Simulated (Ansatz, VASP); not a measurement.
# Two plane-wave programs on AlCl2

```xyz
6
Lattice="0.0000 0.0000 5.4829 5.5438 0.0000 0.0000 2.7719 5.1436 -2.7415" Properties=species:S:1:pos:R:3 pbc="T T T"
Cl    1.1476    1.1492    0.0000
Cl    7.1681    3.9944    2.7415
Cl    3.9195    3.9944    0.0000
Cl    4.3962    1.1492    2.7415
Al    0.0000    0.0000    1.3707
Al    0.0000    0.0000    4.1122
```

Alike in both runs: task single point; functional PBE; k mesh 7 × 7 × 7; no spin polarisation.

```csv
,VASP,Ansatz
version,VASP 6.6.1,Ansatz 0.2.0
potentials or method,"VASP PAW PBE potentials, release 64 (Cl, Al), cutoff 520 eV",PAW plane waves
occupations,"fermi-dirac, width 0.1 eV",fermi-dirac
valence electrons in the cell,34,34
```

Ansatz gave:

```
pressure (GPa)                                                : 13.4
traceless stress, the component that is largest in VASP (GPa) : 5.35
rms of the force components (eV/Å)                            : 1.461
```

Q: Which values does VASP return?

A: Pressure (GPa): 13.3; traceless stress, the component that is largest in VASP (GPa): 5.31; rms of the force components (eV/Å): 1.450.

Atom by atom the forces differ by 0.011 eV/Å (rms over components).
